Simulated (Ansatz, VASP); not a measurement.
**One calculation of BP, two programs**

File INCAR:

```
PREC = Accurate
ENCUT = 520
EDIFF = 1E-8
ISMEAR = -1
SIGMA = 0.05
LREAL = F
LASPH = T
NELM = 80
ALGO = Normal
ISIF = 2
LWAVE = F
LCHARG = F
GGA = PE
LEFG = T
NBANDS = 11
```

KPOINTS

```
regular mesh
0
Gamma
  15 15 15
```

Contents of POSCAR:

```
BP
1.0
    0.0000000000      2.2988586873      2.2988586873
    2.2988586873      0.0000000000      2.2988586873
    2.2988586873      2.2988586873      0.0000000000
B P
1 1
Direct
    0.0000000000      0.0000000000      0.0000000000
    0.7500000000      0.7500000000      0.7500000000
```

Input for Ansatz:

```yaml
crystal:
  lattice:
    - [0.0, 2.2988586873, 2.2988586873]
    - [2.2988586873, 0.0, 2.2988586873]
    - [2.2988586873, 2.2988586873, 0.0]
  atoms:
    - { symbol: B, position: [0.0, 0.0, 0.0] }
    - { symbol: P, position: [0.75, 0.75, 0.75] }
kpoints:
  mp_grid: { grid: [15, 15, 15] }
scf:
  occupations: { method: fermi_dirac, width: 0.05 }
hamiltonian:
  xc: pbe
  pseudopotentials: { kind: all_electron, datasets: crystal }
output:
  forces: true
  stress: true
  eigenvalues: true
  efg: { contact_densities: true }
```

Change from the starting cell: volume scaled by 1.04, crystal datasets.

Alike in both runs: task electric field gradients; functional PBE; k mesh 15 × 15 × 15; occupations fermi-dirac, width 0.05 eV; no spin polarisation.

|  | VASP | Ansatz |
| --- | --- | --- |
| version | VASP 6.6.1 | Ansatz 0.2.0 |
| potentials or method | VASP PAW PBE potentials, release 64 (B, P), cutoff 520 eV | all-electron PAW with datasets made for the crystal, scalar-relativistic |

Ansatz gave:

- pressure (GPa): -5.0

Question: Estimate VASP's values.

Answer: Pressure (GPa): -5.1.

Ansatz ran all-electron here, and VASP with PAW potentials.
